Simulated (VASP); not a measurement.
# Li (P6_3/mmc) in VASP: a series of runs, part 2 of 2

VASP 6.6.1.

## Step 4: Single point, BLYP (20.85 Å³/atom)

This run uses another cell than the first one, of 20.85 Å³/atom.

INCAR reads:

```
SYSTEM = Li
PREC = Accurate ; ENCUT = 520
EDIFF = 1E-6 ; ISMEAR = -1
SIGMA = 0.1 ; LREAL = .False.
LASPH = .True. ; NELM = 60
ALGO = Normal ; ISIF = 2
LWAVE = .False. ; LCHARG = .True.
GGA = B5 ; ALDAX = 1.0
AGGAX = 1.0 ; AGGAC = 1.0
ALDAC = 0.0 ; LELF = .True.
LVHAR = .True. ; NBANDS = 10
```

KPOINTS reads:

```
Automatic mesh
0
Gamma
  13 13 7
  0 0 0
```

POSCAR reads:

```
Li
1.0
    3.0905302478      0.0000000000      0.0000000000
   -1.5452651239      2.6764777057      0.0000000000
    0.0000000000      0.0000000000      5.0409312055
Li
2
Direct
    0.3333333333      0.6666666667      0.2500000000
    0.6666666667      0.3333333333      0.7500000000
```

Potentials or basis: VASP PAW PBE potentials, release 64 (Li_sv).

Launch:

```bash
> cat potpaw_PBE.64/Li_sv/POTCAR > POTCAR
> mpirun -np 1 vasp_std > vasp.out
```

OUTCAR:

```text
SYSTEM = Li
   PREC = Accurate
   ENCUT = 520
   EDIFF = 1E-6
   ISMEAR = -1
   LREAL = .False.
   LASPH = .True.
   NELM = 60
   ISIF = 2
   GGA = B5

 ion  position               nearest neighbor table
   1  0.333  0.667  0.250-
   2  0.667  0.333  0.750-

  LATTYP: Found a hexagonal cell.
 ALAT       =     3.0905302478
 C/A-ratio  =     1.6310894252

  Lattice vectors:

 A1 = (   3.0905302478,   0.0000000000,   0.0000000000)
 A2 = (  -1.5452651239,   2.6764777057,   0.0000000000)
 A3 = (   0.0000000000,   0.0000000000,   5.0409312055)

Analysis of symmetry for initial positions (statically):
=====================================================================
 Subroutine PRICEL returns:
 Original cell was already a primitive cell.

 Routine SETGRP: Setting up the symmetry group for a
 hexagonal supercell.

 Subroutine GETGRP returns: Found 24 space group operations
 (whereof 12 operations were pure point group operations)
 out of a pool of 24 trial point group operations.

The static configuration has the point symmetry D_3d.
[... 161 lines left out ...]
  energy without entropy =       -3.11664007  energy(sigma->0) =       -3.13393690

 E-fermi :   0.9587     XC(G=0):  -6.5794

 val. band max:        0.9570231264   @ k =   0.4615   0.0000   0.2857
 cond. band min:       0.9616470453   @ k =   0.0000   0.0000   0.0000
 fundamental gap:      0.0046239189
 Fermi energy:         0.9587090914

 k-point     1 :       0.0000    0.0000    0.0000
  band No.  band energies     occupation
      1     -46.3109      2.00000
      2     -46.2955      2.00000
      3      -2.5330      2.00000
      4       0.9616      0.98531
      5       3.8137      0.00000
      6      12.9484      0.00000
      7      12.9484      0.00000
      8      14.3278      0.00000
      9      14.3278      0.00000
     10      14.8720      0.00000
[... 287 lines left out ...]
 k-point    24 :       0.1538    0.0000    0.1429
  band No.  band energies     occupation
      1     -46.3073      2.00000
      2     -46.2948      2.00000
      3      -2.0726      2.00000
      4       0.9323      1.13153
      5       4.6668      0.00000
      6      10.3210      0.00000
      7      11.4706      0.00000
      8      13.5576      0.00000
      9      13.7023      0.00000
     10      14.3583      0.00000

 [... further k-points ...]
[... 5 lines left out ...]
  --------------------------------------------------------------------------------------
  -------------------------------------------------------------------------------------
  Total       -0.1698824     -0.1698824     -0.1183190     -0.0000000      0.0000000      0.0000000
  in kB       -6.5275715     -6.5275715     -4.5462968     -0.0000000      0.0000000      0.0000000
  external PRESSURE =      -5.8671466 kB  Pullay stress =       0.0000000 kB

 VOLUME and BASIS-vectors are now :
 -----------------------------------------------------------------------------
  energy-cutoff  :      520.00
  volume of cell :       41.70
      direct lattice vectors                 reciprocal lattice vectors
     3.090530248  0.000000000  0.000000000     0.323569071  0.186812690  0.000000000
    -1.545265124  2.676477706  0.000000000     0.000000000  0.373625380  0.000000000
     0.000000000  0.000000000  5.040931205     0.000000000  0.000000000  0.198376046

 POSITION                                       TOTAL-FORCE (eV/Angst)
 -----------------------------------------------------------------------------------
     -0.00000      1.78432      1.26023        -0.000000      0.000000     -0.000000
      1.54527      0.89216      3.78070         0.000000      0.000000      0.000000
 -----------------------------------------------------------------------------------
    total drift:                               -0.000000      0.000000      0.000000

  FREE ENERGIE OF THE ION-ELECTRON SYSTEM (eV)
  ---------------------------------------------------
  free  energy   TOTEN  =        -3.1512337262 eV

  energy  without entropy=       -3.1166400721  energy(sigma->0) =       -3.13393690
```

OSZICAR:

```text
N       E                     dE             d eps       ncg     rms          rms(c)
DAV:   1     0.177774162053E+02    0.17777E+02   -0.32480E+03  1680   0.564E+02
DAV:   2    -0.299876311522E+00   -0.18077E+02   -0.17611E+02  2152   0.107E+02
DAV:   3    -0.309789169631E+01   -0.27980E+01   -0.27717E+01  2746   0.319E+01
DAV:   4    -0.314690714307E+01   -0.49015E-01   -0.48949E-01  2240   0.496E+00
DAV:   5    -0.314753403851E+01   -0.62690E-03   -0.62685E-03  2234   0.483E-01    0.205E-01
DAV:   6    -0.314918562498E+01   -0.16516E-02   -0.95218E-04  1984   0.199E-01    0.126E-01
DAV:   7    -0.315113942253E+01   -0.19538E-02   -0.30400E-03  1750   0.353E-01    0.244E-02
DAV:   8    -0.315123987383E+01   -0.10045E-03   -0.40876E-04  2470   0.142E-01    0.113E-02
DAV:   9    -0.315122961412E+01    0.10260E-04   -0.87074E-06  2284   0.213E-02    0.223E-03
DAV:  10    -0.315123130291E+01   -0.16888E-05   -0.13496E-06  1868   0.818E-03    0.177E-03
DAV:  11    -0.315123542325E+01   -0.41203E-05   -0.20330E-06  1868   0.699E-03    0.865E-04
DAV:  12    -0.315123419529E+01    0.12280E-05   -0.70701E-08   942   0.229E-03    0.399E-04
DAV:  13    -0.315123372622E+01    0.46907E-06   -0.11272E-08   920   0.109E-03
   1 F= -.31512337E+01 E0= -.31339369E+01  d E =-.345937E-01
```

stdout:

```text
POSCAR found type information on POSCAR Li
 POSCAR found :  1 types and       2 ions
 scaLAPACK will be used
 -----------------------------------------------------------------------------
|                                                                             |
|                                                                             |
|     You enforced a specific xc type in the INCAR file but a different       |
|     I HOPE YOU KNOW WHAT YOU ARE DOING!                                     |
|                                                                             |
 -----------------------------------------------------------------------------

 LDA part: xc-table for (Slater(with rela. corr.)+VWN5), standard interpolation
 POSCAR, INCAR and KPOINTS ok, starting setup
 FFT: planning ... GRIDC
 FFT: planning ... GRID_SOFT
 FFT: planning ... GRID
 WAVECAR not read
 entering main loop
```

It took 41 s on 1 thread of Intel Xeon Platinum 8488C (Sapphire Rapids), shared host; peak memory 0.15 GiB.

What came out:

```
Free energy            : -3.1512 eV
Band gap on the k mesh : zero (bands 3 and 4 overlap by 3.66 eV)
```

Levels at points of the mesh, in eV from the Fermi level:
```
           k point  band 1  band 2  band 3  band 4  band 5  band 6  band 7
(0.00, 0.00, 0.00)  -47.27  -47.25   -3.49    0.00    2.85   11.99   11.99
```

Caveat: the cutoff is under 1.25 times the usual one of these potentials, so pressure, stress and relaxed cells hold a basis-set (Pulay) error; the PAW data sets were made with another functional, which shifts forces and pressure a little.

## Step 5: Single point, BLYP (21.65 Å³/atom)

This run uses another cell than the first one, of 21.65 Å³/atom.

INCAR reads:

```
AGGAC    = 1.0          
AGGAX    = 1.0          
ALDAC    = 0.0          
ALDAX    = 1.0          
ALGO     = Normal         # electronic algorithm
EDIFF    = 1E-7           # SCF threshold, eV
ENCUT    = 520            # plane-wave cutoff, eV
GGA      = B5             # functional
ISIF     = 2              # what is computed and relaxed
ISMEAR   = -1             # smearing method
LASPH    = True           # aspherical terms in the spheres
LCHARG   = False          # write CHGCAR
LREAL    = False          # projectors in reciprocal space
LWAVE    = False          # write WAVECAR
NBANDS   = 10             # bands
NELM     = 60             # most SCF steps
PREC     = Accurate       # precision mode
SIGMA    = 0.1            # smearing width, eV
```

KPOINTS reads:

```
k-points
0
Gamma
  13 13 7
```

POSCAR reads:

```
Li
1.0
    3.1296550373      0.0000000000      0.0000000000
   -1.5648275186      2.7103607674      0.0000000000
    0.0000000000      0.0000000000      5.1047472359
Li
2
Direct
    0.3333333333      0.6666666667      0.2500000000
    0.6666666667      0.3333333333      0.7500000000
```

Launch:

```bash
> cat potpaw_PBE.64/Li_sv/POTCAR > POTCAR
> mpirun -np 1 vasp_std > vasp.out
```

Wall time 44 s (1 thread of Intel Xeon Platinum 8488C (Sapphire Rapids), shared host); peak memory 0.16 GiB.

It converged, with:

| Quantity | Value |
| --- | --- |
| Free energy | -3.1444 eV |
| Band gap on the k mesh | zero (bands 3 and 4 overlap by 3.60 eV) |

Levels at points of the mesh, in eV from the Fermi level:
```
           k point  band 1  band 2  band 3  band 4  band 5  band 6
(0.00, 0.00, 0.00)  -47.33  -47.32   -3.44    0.02    2.73   11.67
```

Caveat: the cutoff is under 1.25 times the usual one of these potentials, so pressure, stress and relaxed cells hold a basis-set (Pulay) error; the PAW data sets were made with another functional, which shifts forces and pressure a little.

## Step 6: Single point, BLYP (22.45 Å³/atom)

This run uses another cell than the first one, of 22.45 Å³/atom.

INCAR reads:

```
PREC = Accurate ; ENCUT = 520
EDIFF = 1E-6 ; ISMEAR = -1
SIGMA = 0.1 ; LREAL = F
LASPH = T ; NELM = 80
ALGO = Normal ; ISIF = 2
LWAVE = F ; LCHARG = T
GGA = B5 ; ALDAX = 1.0
AGGAX = 1.0 ; AGGAC = 1.0
ALDAC = 0.0 ; LELF = T
LVHAR = T ; NBANDS = 10
```

KPOINTS reads:

```
Automatic mesh
0
Gamma
  13 13 7
```

POSCAR reads:

```
Li
1.0
    3.1678253240      0.0000000000      0.0000000000
   -1.5839126620      2.7434172053      0.0000000000
    0.0000000000      0.0000000000      5.1670063869
Li
2
Direct
    0.3333333333      0.6666666667      0.2500000000
    0.6666666667      0.3333333333      0.7500000000
```

Potentials or basis: VASP PAW PBE potentials, release 64 (Li_sv).

Launch:

```bash
> cat potpaw_PBE.64/Li_sv/POTCAR > POTCAR
> mpirun -np 1 vasp_std > vasp.out
```

Run time: 34 s. Hardware: 1 thread of Intel Xeon Platinum 8488C (Sapphire Rapids), shared host; peak memory 0.15 GiB.

The run converged. Its results:

| Property | Result |
| --- | --- |
| Free energy | -3.1336 eV |
| Band gap on the k mesh | zero (bands 3 and 4 overlap by 3.54 eV) |

Levels at points of the mesh, in eV from the Fermi level:
| k point | band 1 | band 2 | band 3 | band 4 | band 5 | band 6 |
| --- | --- | --- | --- | --- | --- | --- |
| (0.00, 0.00, 0.00) | -47.40 | -47.39 | -3.39 | 0.03 | 2.62 | 11.37 |

Caveat: the cutoff is under 1.25 times the usual one of these potentials, so pressure, stress and relaxed cells hold a basis-set (Pulay) error; the PAW data sets were made with another functional, which shifts forces and pressure a little.

## Step 7: Single point, BLYP

This run uses another cell than the first one, of 20.05 Å³/atom.

INCAR reads:

```
  PREC = Accurate
  ENCUT = 520
  EDIFF = 1E-6
  ISMEAR = -1
  SIGMA = 0.1
  LREAL = False
  LASPH = True
  NELM = 60
  ALGO = Normal
  ISIF = 2
  LWAVE = False
  LCHARG = False
  GGA = B5
  ALDAX = 1.0
  AGGAX = 1.0
  AGGAC = 1.0
  ALDAC = 0.0
  NBANDS = 10
```

KPOINTS reads:

```
Automatic mesh
0
Gamma
  19 19 11
```

POSCAR reads:

```
Li
1.0
    3.0503889478      0.0000000000      0.0000000000
   -1.5251944739      2.6417143202      0.0000000000
    0.0000000000      0.0000000000      4.9754571556
Li
2
Direct
    0.3333333333      0.6666666667      0.2500000000
    0.6666666667      0.3333333333      0.7500000000
```

Potentials or basis: VASP PAW PBE potentials, release 64 (Li_sv).

Launch:

```bash
> cat potpaw_PBE.64/Li_sv/POTCAR > POTCAR
> mpirun -np 1 vasp_std > vasp.out
```

OUTCAR:

```text
PREC = Accurate
   ENCUT = 520
   EDIFF = 1E-6
   ISMEAR = -1
   LREAL = False
   LASPH = True
   NELM = 60
   ISIF = 2
   GGA = B5

 ion  position               nearest neighbor table
   1  0.333  0.667  0.250-
   2  0.667  0.333  0.750-

  LATTYP: Found a hexagonal cell.
 ALAT       =     3.0503889478
 C/A-ratio  =     1.6310894252

  Lattice vectors:

 A1 = (   3.0503889478,   0.0000000000,   0.0000000000)
 A2 = (  -1.5251944739,   2.6417143202,   0.0000000000)
 A3 = (   0.0000000000,   0.0000000000,   4.9754571556)

Analysis of symmetry for initial positions (statically):
=====================================================================
 Subroutine PRICEL returns:
 Original cell was already a primitive cell.

 Routine SETGRP: Setting up the symmetry group for a
 hexagonal supercell.

 Subroutine GETGRP returns: Found 24 space group operations
 (whereof 12 operations were pure point group operations)
 out of a pool of 24 trial point group operations.

The static configuration has the point symmetry D_3d.
[... 161 lines left out ...]
  energy without entropy =       -3.12252903  energy(sigma->0) =       -3.13876226

 E-fermi :   1.0657     XC(G=0):  -6.6749

 val. band max:        1.0654105200   @ k =   0.1053   0.0000   0.0909
 cond. band min:       1.0698317529   @ k =   0.3684   0.1579   0.1818
 fundamental gap:      0.0044212329
 Fermi energy:         1.0657491413

 k-point     1 :       0.0000    0.0000    0.0000
  band No.  band energies     occupation
      1     -46.1369      2.00000
      2     -46.1189      2.00000
      3      -2.4752      2.00000
      4       1.0550      1.05358
      5       4.0495      0.00000
      6      13.3960      0.00000
      7      13.3961      0.00000
      8      14.8073      0.00000
      9      14.8074      0.00000
     10      15.3806      0.00000
[... 287 lines left out ...]
 k-point    24 :       0.3158    0.1053    0.0000
  band No.  band energies     occupation
      1     -46.1218      2.00000
      2     -46.1134      2.00000
      3      -0.1958      1.99999
      4       3.7473      0.00000
      5       4.0596      0.00000
      6       6.7117      0.00000
      7       8.4913      0.00000
      8       9.6222      0.00000
      9      11.3886      0.00000
     10      13.3631      0.00000

 [... further k-points ...]
[... 5 lines left out ...]
  --------------------------------------------------------------------------------------
  -------------------------------------------------------------------------------------
  Total       -0.0268238     -0.0268238     -0.0169957      0.0000000     -0.0000000      0.0000000
  in kB       -1.0719059     -1.0719059     -0.6791672      0.0000000     -0.0000000      0.0000000
  external PRESSURE =      -0.9409930 kB  Pullay stress =       0.0000000 kB

 VOLUME and BASIS-vectors are now :
 -----------------------------------------------------------------------------
  energy-cutoff  :      520.00
  volume of cell :       40.09
      direct lattice vectors                 reciprocal lattice vectors
     3.050388948  0.000000000  0.000000000     0.327827047  0.189271034  0.000000000
    -1.525194474  2.641714320  0.000000000     0.000000000  0.378542067  0.000000000
     0.000000000  0.000000000  4.975457156     0.000000000  0.000000000  0.200986556

 POSITION                                       TOTAL-FORCE (eV/Angst)
 -----------------------------------------------------------------------------------
     -0.00000      1.76114      1.24386         0.000000     -0.000000      0.000000
      1.52519      0.88057      3.73159        -0.000000      0.000000      0.000000
 -----------------------------------------------------------------------------------
    total drift:                                0.000000     -0.000000      0.000000

  FREE ENERGIE OF THE ION-ELECTRON SYSTEM (eV)
  ---------------------------------------------------
  free  energy   TOTEN  =        -3.1549954901 eV

  energy  without entropy=       -3.1225290340  energy(sigma->0) =       -3.13876226
```

OSZICAR:

```text
N       E                     dE             d eps       ncg     rms          rms(c)
DAV:   1     0.186318643259E+02    0.18632E+02   -0.32155E+03  4800   0.566E+02
DAV:   2    -0.414237697632E+00   -0.19046E+02   -0.18468E+02  6204   0.111E+02
DAV:   3    -0.308325183048E+01   -0.26690E+01   -0.26462E+01  7714   0.322E+01
DAV:   4    -0.315005812200E+01   -0.66806E-01   -0.66575E-01  6394   0.504E+00
DAV:   5    -0.315061469520E+01   -0.55657E-03   -0.55653E-03  6394   0.491E-01    0.200E-01
DAV:   6    -0.315250749484E+01   -0.18928E-02   -0.10522E-03  5760   0.213E-01    0.125E-01
DAV:   7    -0.315491549556E+01   -0.24080E-02   -0.33596E-03  5004   0.386E-01    0.234E-02
DAV:   8    -0.315500127704E+01   -0.85781E-04   -0.38584E-04  7022   0.141E-01    0.125E-02
DAV:   9    -0.315499036976E+01    0.10907E-04   -0.13561E-05  6564   0.228E-02    0.222E-03
DAV:  10    -0.315499183622E+01   -0.14665E-05   -0.12770E-06  5482   0.792E-03    0.151E-03
DAV:  11    -0.315499629906E+01   -0.44628E-05   -0.29150E-06  5244   0.860E-03    0.564E-04
DAV:  12    -0.315499549008E+01    0.80898E-06   -0.64236E-08  2738   0.199E-03
   1 F= -.31549955E+01 E0= -.31387623E+01  d E =-.324665E-01
```

stdout:

```text
POSCAR found type information on POSCAR Li
 POSCAR found :  1 types and       2 ions
 scaLAPACK will be used
 -----------------------------------------------------------------------------
|                                                                             |
|                                                                             |
|     You enforced a specific xc type in the INCAR file but a different       |
|     I HOPE YOU KNOW WHAT YOU ARE DOING!                                     |
|                                                                             |
 -----------------------------------------------------------------------------

 LDA part: xc-table for (Slater(with rela. corr.)+VWN5), standard interpolation
 POSCAR, INCAR and KPOINTS ok, starting setup
 FFT: planning ... GRIDC
 FFT: planning ... GRID_SOFT
 FFT: planning ... GRID
 WAVECAR not read
 entering main loop
```

Wall time 86 s (1 thread of Intel Xeon Platinum 8488C (Sapphire Rapids), shared host); peak memory 0.2 GiB.

What came out:

```
Free energy            : -3.1550 eV
Band gap on the k mesh : zero (bands 3 and 4 overlap by 4.10 eV)
```

Levels at points of the mesh, in eV from the Fermi level:
| k point | band 1 | band 2 | band 3 | band 4 | band 5 | band 6 |
| --- | --- | --- | --- | --- | --- | --- |
| (0.00, 0.00, 0.00) | -47.20 | -47.18 | -3.54 | -0.01 | 2.98 | 12.33 |

Caveat: the cutoff is under 1.25 times the usual one of these potentials, so pressure, stress and relaxed cells hold a basis-set (Pulay) error; the PAW data sets were made with another functional, which shifts forces and pressure a little.

## Step 8: Summary

```csv
cell,k mesh,gap on the mesh (eV)
"a = 3.009, b = 3.009, c = 4.908 Å, angles 90.0, 90.0, 120.0°, 2 atoms",13 × 13 × 7,none
"a = 3.050, b = 3.050, c = 4.975 Å, angles 90.0, 90.0, 120.0°, 2 atoms",13 × 13 × 7,none
"a = 3.091, b = 3.091, c = 5.041 Å, angles 90.0, 90.0, 120.0°, 2 atoms",13 × 13 × 7,none
"a = 3.130, b = 3.130, c = 5.105 Å, angles 90.0, 90.0, 120.0°, 2 atoms",13 × 13 × 7,none
"a = 3.168, b = 3.168, c = 5.167 Å, angles 90.0, 90.0, 120.0°, 2 atoms",13 × 13 × 7,none
"a = 3.050, b = 3.050, c = 4.975 Å, angles 90.0, 90.0, 120.0°, 2 atoms",19 × 19 × 11,none
```

Alike in all rows: task single point; level BLYP; potentials or basis VASP PAW PBE potentials, release 64 (Li_sv); no spin polarisation; cutoff (eV) 520; smearing fermi-dirac 0.1 eV.

Caveats: the cutoff is under 1.25 times the usual one of these potentials, so pressure, stress and relaxed cells hold a basis-set (Pulay) error; the PAW data sets were made with another functional, which shifts forces and pressure a little.

Absolute energies hang on the potentials; compare differences alone.
